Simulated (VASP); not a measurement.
# Co (P6_3/mmc) in VASP: a series of runs

Aim: see how the results for Co move with the level of theory and the settings. Levels: RPBE+D4, BLYP+D4, PBE exchange alone, PBEsol. Tasks: single point.

Program: VASP 6.6.1. These are calculated values, not measurements. Logs are shortened: lines on timing, memory, paths and dates and some standing lists are left out, and cuts for length are marked.

### Step 1. The cell of the first run

It takes space group P6_3/mmc (No. 194, hexagonal). Conventional cell: a = 2.520 Å, b = 2.520 Å, c = 4.100 Å, α = 90.00°, β = 90.00°, γ = 120.00°. Co (site symmetry -6m2) has 12 Co at 2.51 to 2.52 Å within 3.3 Å.

### Step 2. Single point, RPBE+D4, collinear spin, ferromagnetic start

Input file INCAR:

```
SYSTEM = Co
ALGO = Normal
EDIFF = 1E-6
ENCUT = 520
GGA = RP
ISIF = 2
ISMEAR = -1
ISPIN = 2
IVDW = 13
LASPH = .True.
LCHARG = .False.
LMAXMIX = 4
LORBIT = 11
LREAL = .False.
LWAVE = .False.
MAGMOM = 2 2
NBANDS = 20
NELM = 150
PREC = Accurate
SIGMA = 0.05
```

Input file KPOINTS:

```
k-points
0
Gamma
  12 12 7
  0 0 0
```

Input file POSCAR:

```
Co
1.0
    2.5204827983      0.0000000000      0.0000000000
   -1.2602413992      2.1828021331      0.0000000000
    0.0000000000      0.0000000000      4.1000100648
Co
2
Direct
    0.6666666667      0.3333333333      0.7500000000
    0.3333333333      0.6666666667      0.2500000000
```

Potentials or basis: VASP PAW PBE potentials, release 64 (Co).

Command:

```console
> cat potpaw_PBE.64/Co/POTCAR > POTCAR
> mpirun -np 1 vasp_std > vasp.out
```

OUTCAR:

```text
SYSTEM = Co
   EDIFF = 1E-6
   ENCUT = 520
   GGA = RP
   ISIF = 2
   ISMEAR = -1
   ISPIN = 2
   IVDW = 13
   LASPH = .True.
   LORBIT = 11
   LREAL = .False.
   NELM = 150
   PREC = Accurate

 ion  position               nearest neighbor table
   1  0.667  0.333  0.750-   2 2.51   2 2.51   2 2.51   2 2.51   2 2.51   2 2.51
   2  0.333  0.667  0.250-   1 2.51   1 2.51   1 2.51   1 2.51   1 2.51   1 2.51

  LATTYP: Found a hexagonal cell.
 ALAT       =     2.5204827983
 C/A-ratio  =     1.6266764715

  Lattice vectors:

 A1 = (   2.5204827983,   0.0000000000,   0.0000000000)
 A2 = (  -1.2602413992,   2.1828021331,   0.0000000000)
 A3 = (   0.0000000000,   0.0000000000,   4.1000100648)

Analysis of symmetry for initial positions (statically):
=====================================================================
 Subroutine PRICEL returns:
 Original cell was already a primitive cell.

 Routine SETGRP: Setting up the symmetry group for a
 hexagonal supercell.

 Subroutine GETGRP returns: Found 24 space group operations
 (whereof 12 operations were pure point group operations)
 out of a pool of 24 trial point group operations.

The static configuration has the point symmetry D_3d.
 The point group associated with its full space group is D_6h.

Analysis of symmetry for dynamics (positions and initial velocities):
=====================================================================
 Subroutine PRICEL returns:
 Original cell was already a primitive cell.

 Routine SETGRP: Setting up the symmetry group for a
 hexagonal supercell.

 Subroutine GETGRP returns: Found 24 space group operations
 (whereof 12 operations were pure point group operations)
 out of a pool of 24 trial point group operations.

The dynamic configuration has the point symmetry D_3d.
 The point group associated with its full space group is D_6h.

Analysis of structural, dynamic, and magnetic symmetry:
=====================================================================
 Subroutine PRICEL returns:
 Original cell was already a primitive cell.

 Routine SETGRP: Setting up the symmetry group for a
 hexagonal supercell.

 Subroutine GETGRP returns: Found 24 space group operations
 (whereof 12 operations were pure point group operations)
 out of a pool of 24 trial point group operations.

The overall configuration has the point symmetry D_3d.
 The point group associated with its full space group is D_6h.

 Subroutine INISYM returns: Found 24 space group operations
 (whereof 12 operations are pure point group operations),
 and found     1 'primitive' translations

----------------------------------------------------------------------------------------

                                     Primitive cell

  volume of cell :      22.5571

  direct lattice vectors                    reciprocal lattice vectors
     2.520482798  0.000000000  0.000000000     0.396749385  0.229063364  0.000000000
    -1.260241399  2.182802133  0.000000000     0.000000000  0.458126728  0.000000000
     0.000000000  0.000000000  4.100010065     0.000000000  0.000000000  0.243901840

  length of vectors
     2.520482798  2.520482798  4.100010065     0.458126728  0.458126728  0.243901840

  position of ions in fractional coordinates (direct lattice)
     0.666666667  0.333333333  0.750000000
     0.333333333  0.666666667  0.250000000

  ion indices of the primitive-cell ions
   primitive index   ion index
                 1           1
                 2           2

----------------------------------------------------------------------------------------

 KPOINTS: k-points

Automatic generation of k-mesh.
 Grid dimensions read from file:
 generate k-points for:   12   12    7

 Generating k-lattice:

  Cartesian coordinates                     Fractional coordinates (reciprocal lattice)
     0.033062449  0.019088614  0.000000000     0.083333333 -0.000000000  0.000000000
     0.000000000  0.038177227  0.000000000     0.000000000  0.083333333  0.000000000
     0.000000000  0.000000000  0.034843120     0.000000000  0.000000000  0.142857143

  Length of vectors
     0.038177227  0.038177227  0.034843120

  Shift w.r.t. Gamma in fractional coordinates (k-lattice)
     0.000000000  0.000000000  0.000000000

 Subroutine IBZKPT returns following result:
 ===========================================

 Found     76 irreducible k-points:

 Following reciprocal coordinates:
            Coordinates               Weight
  0.000000  0.000000  0.000000      1.000000
  0.083333  0.000000  0.000000      6.000000
  0.166667 -0.000000  0.000000      6.000000
  0.250000  0.000000  0.000000      6.000000
  0.333333  0.000000  0.000000      6.000000
  0.416667  0.000000  0.000000      6.000000
[... 16 lines left out ...]
  0.250000  0.000000  0.142857     12.000000
  0.333333  0.000000  0.142857     12.000000
 [... further k-points ...]
   k-points           NKPTS =     76   k-points in BZ     NKDIM =     76   number of bands    NBANDS=     20
   number of dos      NEDOS =    301   number of ions     NIONS =      2
   total plane-waves  NPLWV =  12000
   dimension x,y,z NGX =    20 NGY =   20 NGZ =   30
   dimension x,y,z NGXF=    40 NGYF=   40 NGZF=   60
   ions per type =               2
   NGX,Y,Z   is equivalent  to a cutoff of  13.19, 13.19, 12.16 a.u.
   NGXF,Y,Z  is equivalent  to a cutoff of  26.38, 26.38, 24.33 a.u.
 SYSTEM =  Co
   PREC   = accura    normal or accurate (medium, high low for compatibility)
   ISTART =      0    job   : 0-new  1-cont  2-samecut
   ICHARG =      2    charge: 1-file 2-atom 10-const
   ISPIN  =      2    spin polarized calculation?
   LNONCOLLINEAR =      F non collinear calculations
   LSORBIT =      F    spin-orbit coupling
   LASPH  =      T    aspherical Exc in radial PAW
   ENCUT  =  520.0 eV  38.22 Ry    6.18 a.u.   4.69  4.69  7.62*2*pi/ulx,y,z
   NELM   =    150;   NELMIN=  2; NELMDL= -5     # of ELM steps
   EDIFF  = 0.1E-05   stopping-criterion for ELM
   LREAL  =      F    real-space projection
[... 7 lines left out ...]
   TEBEG  =    0.0;   TEEND  =   0.0 temperature during run
   PSTRESS=    0.0 pullay stress
   NELECT =      18.0000    total number of electrons
   NUPDOWN=      -1.0000    fix difference up-down
   EMIN   =  10.00;   EMAX   =-10.00  energy-range for DOS
   EFERMI =   0.00;   METHOD = LEGACY
   ISMEAR =    -1;   SIGMA  =   0.05  broadening in eV -4-tet -1-fermi 0-gaus
   EFERMI_NEDOS =   21; number of points for ismear=-14 and -15
   IALGO  =     38    algorithm
   IMIX   =      4    mixing-type and parameters
     AMIX     =   0.40;   BMIX     =  1.00
     AMIX_MAG =   1.60;   BMIX_MAG =  1.00
  volume/ion in A,a.u.               =      11.28        76.11
  Fermi-wavevector in a.u.,A,eV,Ry     =   1.518465  2.869482 31.371423  2.305735
  Thomas-Fermi vector in A             =   2.627582
   LORBIT       =     11    0 simple, 1 ext, 2 COOP (PROOUT), +10 PAW based schemes
   GGA     = RP    functional components
   LHFCALC =     F    Hartree Fock is set to
   AEXX    =    0.0000 exact exchange contribution
   IVDW    =    13    specifies the selected vdW correction
   LEPSILON=     F    determine dielectric tensor
   LRPA    =     F    only Hartree local field effects (RPA)
 spin polarized calculation
  energy-cutoff  :      520.00
  volume of cell :       22.56
 maximum number of plane-waves:       621
 NGX is ok and might be reduce to    20
   NGX =  9   NGY =  9   NGZ = 15

 number of electron      18.0000006 magnetization       3.3223451

 Free energy of the ion-electron system (eV)
  ---------------------------------------------------
  ext. energy  EPLUGINS =         0.00000000
  ---------------------------------------------------
  free energy    TOTEN  =       -13.03261637 eV

  energy without entropy =      -13.01716787  energy(sigma->0) =      -13.02489212

 E-fermi :   9.8700     XC(G=0): -13.0648

 val. band max:        9.8547225798   @ k =   0.2500   0.2500   0.4286
 cond. band min:       9.8711864578   @ k =   0.4167   0.0000   0.0000
 fundamental gap:      0.0164638781
 Fermi energy:         9.8700318476

 spin component 1

 k-point     1 :       0.0000    0.0000    0.0000
  band No.  band energies     occupation
      1       1.2078      1.00000
      2       4.8863      1.00000
      3       7.2285      1.00000
      4       7.2795      1.00000
      5       7.2795      1.00000
      6       7.5624      1.00000
[... 12 lines left out ...]
     19      35.2148      0.00000
     20      35.2148      0.00000
[... 507 lines left out ...]
 k-point    24 :       0.3333    0.0000    0.1429
  band No.  band energies     occupation
      1       4.3707      1.00000
      2       5.6018      1.00000
      3       5.9534      1.00000
      4       6.6635      1.00000
      5       7.3280      1.00000
      6       7.3677      1.00000
[... 12 lines left out ...]
     19      32.6178      0.00000
     20      33.9774      0.00000

 [... further k-points ...]

 spin component 2

 k-point     1 :       0.0000    0.0000    0.0000
  band No.  band energies     occupation
      1       1.1387      1.00000
      2       5.8578      1.00000
      3       8.9419      1.00000
      4       9.0109      1.00000
      5       9.0109      1.00000
      6       9.3491      0.99997
[... 12 lines left out ...]
     19      35.4467      0.00000
     20      35.4467      0.00000
[... 507 lines left out ...]
 k-point    24 :       0.3333    0.0000    0.1429
  band No.  band energies     occupation
      1       4.5683      1.00000
      2       6.8317      1.00000
      3       7.1792      1.00000
      4       8.0064      1.00000
      5       8.8809      1.00000
      6       9.1387      1.00000
[... 12 lines left out ...]
     19      32.5905      0.00000
     20      34.2601      0.00000

 [... further k-points ...]

------------------------ aborting loop because EDIFF is reached ----------------------------------------

  DFT-D4 for vdW energy calculation

  Edisp (eV):   -1.61317

  FORCE on cell =-STRESS in cart. coord.  units (eV):
  Direction    XX          YY          ZZ          XY          YZ          ZX
  --------------------------------------------------------------------------------------
  -------------------------------------------------------------------------------------
  Total      -1.72742    -1.72742    -2.04036     0.00000     0.00000     0.00000
  in kB    -122.69449  -122.69449  -144.92222     0.00000     0.00000     0.00000
  external pressure =     -130.10 kB  Pullay stress =        0.00 kB

 VOLUME and BASIS-vectors are now :
 -----------------------------------------------------------------------------
  energy-cutoff  :      520.00
  volume of cell :       22.56
      direct lattice vectors                 reciprocal lattice vectors
     2.520482798  0.000000000  0.000000000     0.396749385  0.229063364  0.000000000
    -1.260241399  2.182802133  0.000000000     0.000000000  0.458126728  0.000000000
     0.000000000  0.000000000  4.100010065     0.000000000  0.000000000  0.243901840

 POSITION                                       TOTAL-FORCE (eV/Angst)
 -----------------------------------------------------------------------------------
      1.26024      0.72760      3.07501         0.000000     -0.000000      0.000000
     -0.00000      1.45520      1.02500        -0.000000      0.000000      0.000000
 -----------------------------------------------------------------------------------
    total drift:                               -0.000000      0.000000     -0.000000

  FREE ENERGIE OF THE ION-ELECTRON SYSTEM (eV)
  ---------------------------------------------------
  free  energy   TOTEN  =       -14.6457886955 eV

  energy  without entropy=      -14.6303402045  energy(sigma->0) =      -14.63806445

 total charge

# of ion       s       p       d       tot
------------------------------------------
    1        0.475   0.491   7.234   8.200
    2        0.475   0.491   7.234   8.200
--------------------------------------------------
tot          0.950   0.982  14.469  16.401

 magnetization (x)

# of ion       s       p       d       tot
------------------------------------------
    1       -0.015  -0.058   1.765   1.693
    2       -0.015  -0.058   1.765   1.693
--------------------------------------------------
tot         -0.030  -0.115   3.531   3.386
```

Run time: 27 s. Hardware: 1 thread of Intel Xeon 6975P-C (Granite Rapids), shared host; peak memory 0.17 GiB.

Results:

```
Free energy                                           : -14.6458 eV
Pressure                                              : -13.0 GPa
Net moment                                            : 3.32 μB per cell
Site moments                                          : Co +1.69 μB
Valence electrons inside the program's atomic spheres : Co 8.20
Dispersion energy per atom                            : -0.807 eV
```

Caveat: the cell stands under tension; the PAW data sets were made with another functional, which shifts forces and pressure a little.

(Continued in part 2 of 2.)
